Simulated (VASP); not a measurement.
Crystal: PbS.

```
Pb S
1.0
     4.50300    0.00000    0.00000
    -2.25150    3.89971    0.00000
     0.00000    0.00000    7.40885
Pb S
2 2
Cartesian
  0.0000 2.5998 2.7645
  2.2515 1.2999 6.4689
  0.0000 2.5998 0.0000
  2.2515 1.2999 3.7044
```

- Program: VASP 6.6.1
- Task: relaxation of cell and atoms
- Functional: PBE
- Potentials or basis: VASP PAW PBE potentials, release 64 (Pb_d, S)
- Cutoff: 600 eV
- k mesh: 6 × 6 × 4
- Occupations: gaussian, width 0.1 eV
- Spin: no spin polarisation

At the start: pressure 4.9 GPa; volume 32.53 Å³/atom.

Task: How do energy, volume and symmetry change on relaxing?

Result: Over 31 steps the energy falls by 115.0 meV/atom and the volume is 33.17 Å³/atom (+2.0 %); space group P6_3mc (No. 186, to 0.1 Å) before and after.

Step by step:
| step | energy change (eV) | largest force (eV/Å) | pressure (GPa) | volume (Å³) |
| --- | --- | --- | --- | --- |
| 1 | 0.0000 | 0.0185 | 4.88 | 130.10 |
| 2 | -0.1958 | 0.0340 | -1.03 | 149.66 |
| 3 | -0.2104 | 0.0288 | 0.00 | 145.12 |
| 4 | -0.2103 | 0.0293 | -0.07 | 145.43 |
| 5 | -0.2123 | 0.0433 | -0.07 | 145.42 |
| 6 | -0.2179 | 0.0893 | -0.06 | 145.38 |
| 7 | -0.2270 | 0.1994 | -0.01 | 145.22 |
| 8 | -0.2245 | 0.5099 | 0.25 | 144.56 |
| 9 | -0.2301 | 0.3117 | 0.06 | 145.01 |
| 10 | -0.2309 | 0.3138 | 0.06 | 145.02 |
| 11 | -0.2335 | 0.3214 | 0.04 | 145.05 |
| 12 | -0.2385 | 0.3379 | 0.00 | 145.09 |
| 13 | -0.2481 | 0.3758 | -0.07 | 145.15 |
| 14 | -0.2629 | 0.4703 | -0.20 | 145.10 |
| 15 | -0.2444 | 0.7358 | -0.20 | 144.41 |
| 16 | -0.2619 | 0.5563 | -0.21 | 144.99 |
| 17 | -0.2689 | 0.5450 | -0.28 | 144.96 |
| 18 | -0.2873 | 0.5160 | -0.49 | 144.83 |
| 19 | -0.3078 | 0.4743 | -0.83 | 144.43 |
| 20 | -0.3318 | 0.4093 | -0.83 | 143.56 |
| 21 | -0.3873 | 0.2444 | -0.76 | 140.99 |
| 22 | -0.4344 | 0.0320 | -0.22 | 135.94 |
| 23 | -0.4352 | 0.0148 | -0.11 | 135.28 |
| 24 | -0.4422 | 0.0360 | 0.07 | 134.31 |
| 25 | -0.4502 | 0.0838 | 0.56 | 132.06 |
| 26 | -0.4561 | 0.0693 | 0.14 | 133.06 |
| 27 | -0.4565 | 0.0644 | 0.00 | 133.42 |
| 28 | -0.4584 | 0.0398 | -0.14 | 133.67 |
| 29 | -0.4589 | 0.0212 | -0.25 | 133.88 |
| 30 | -0.4601 | 0.0202 | 0.00 | 132.88 |
| 31 | -0.4601 | 0.0199 | 0.06 | 132.66 |

Final structure:
```
Pb S
1.0
     5.01318    0.00000    0.00000
    -2.50659    4.34154    0.00000
     0.00000    0.00000    6.09530
Pb S
2 2
Direct
  0.33333 0.66667 0.42318
  0.66667 0.33333 0.92318
  0.33333 0.66667 0.94996
  0.66667 0.33333 0.44996
```

Caveat: a cell axis changed by over 15 % at a fixed basis, so the end point is rough.
